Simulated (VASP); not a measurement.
Wanted: the native input for a VASP 6.6.1 run.

| Item | Value |
| --- | --- |
| Task | relaxation of cell and atoms |
| Functional | PBE |
| Potentials or basis | VASP PAW PBE potentials, release 64 (Cu, B) |
| Cutoff | 600 eV |
| k mesh | 8 × 8 × 4 |
| Occupations | gaussian, width 0.1 eV |
| Spin | no spin polarisation |
| Dipole correction | no |
| Further INCAR settings | ALGO = Normal; EDIFF = 1e-07; IBRION = 2; EDIFFG = -0.04; NSW = 90; ISIF = 3 |

The structure of CuB2 lies in POSCAR:

```
CuB2
1.0
    2.3404999000      0.0000000000      0.0000000000
    0.0000000000      2.3404999000      0.0000000000
    0.0000000000      0.0000000000      4.8290387900
Cu B
1 2
Direct
    0.0000000000      0.0000000000      0.0000000000
    0.5000000000      0.5000000000      0.2949999900
    0.5000000000      0.5000000000      0.7050000100
```

One way to write it, as run:

INCAR

```
ALGO = Normal ; EDIFF = 1E-7
EDIFFG = -0.04 ; ENCUT = 600
GGA = PE ; IBRION = 2
ISIF = 3 ; ISMEAR = 0
LASPH = True ; LCHARG = False
LREAL = False ; LWAVE = False
NELM = 100 ; NSW = 90
PREC = Accurate ; SIGMA = 0.1
```

KPOINTS

```
k-points
0
Gamma
  8 8 4
```

Potentials or basis: VASP PAW PBE potentials, release 64 (Cu, B).

Launch:

```bash
$ cat potpaw_PBE.64/Cu/POTCAR potpaw_PBE.64/B/POTCAR > POTCAR
$ mpirun -np 1 vasp_std > vasp.out
```

Results of the run:

```
Relaxed volume                         : 8.66 Å³/atom
Relaxed cell                           : a = 2.386 Å, b = 2.386 Å, c = 4.562 Å, α = 90.00°, β = 90.00°, γ = 90.00°
Space group after relaxing (to 0.05 Å) : P4/mmm (No. 123)
Energy gained by relaxing              : 159.3 meV/atom
Ionic steps                            : 9
Pressure after relaxing                : -0.1 GPa
Largest force after relaxing           : 0.020 eV/Å
```

It took 85 s on 1 thread of Intel(R) Xeon(R) Platinum 8259CL CPU @ 2.50GHz (Skylake/Cascade Lake), with other jobs on the host, peak memory 0.16 GiB.
